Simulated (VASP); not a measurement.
A run of VASP 6.6.1:

INCAR

```
SYSTEM = C
  ALGO = Normal
  EDIFF = 1E-7
  ENCUT = 520
  GGA = PE
  ISIF = 2
  ISMEAR = 0
  LASPH = .TRUE.
  LCHARG = .TRUE.
  LELF = .TRUE.
  LREAL = .FALSE.
  LVHAR = .TRUE.
  LWAVE = .FALSE.
  NBANDS = 36
  NELM = 80
  PREC = Accurate
  SIGMA = 0.15
```

Contents of KPOINTS:

```
k-points
0
G
  18 18 2
  0 0 0
```

The input POSCAR:

```
C
1.0
    2.4074891903      0.0000000000      0.0000000000
   -1.2037445952      2.0849467981      0.0000000000
    0.0000000000      0.0000000000     31.1840639849
C
12
Direct
    0.6666666667      0.3333333333      0.9805841193
    0.6666666667      0.3333333333      0.4779094116
    0.6666666667      0.3333333333      0.7534239184
    0.6666666667      0.3333333333      0.2507492107
    0.0000000000      0.0000000000      0.6156666650
    0.3333333333      0.6666666667      0.2534239184
    0.0000000000      0.0000000000      0.1156666650
    0.6666666667      0.3333333333      0.6156666650
    0.3333333333      0.6666666667      0.7507492107
    0.3333333333      0.6666666667      0.1156666650
    0.3333333333      0.6666666667      0.4805841193
    0.3333333333      0.6666666667      0.9779094116
```

Potentials or basis: VASP PAW PBE potentials, release 64 (C).

The run is started by

```sh
$ cat potpaw_PBE.64/C/POTCAR > POTCAR
$ mpirun -np 1 vasp_std > vasp.out
```

Hardware: 1 thread of Intel(R) Xeon(R) 6975P-C (Granite Rapids) (shared host).

Task: How long does it take, and how much memory?

Result: Wall time 3.9 min on 1 thread of Intel(R) Xeon(R) 6975P-C (Granite Rapids), with other jobs on the host, peak memory 0.43 GiB. Counts: scf iterations 17, k points 74.
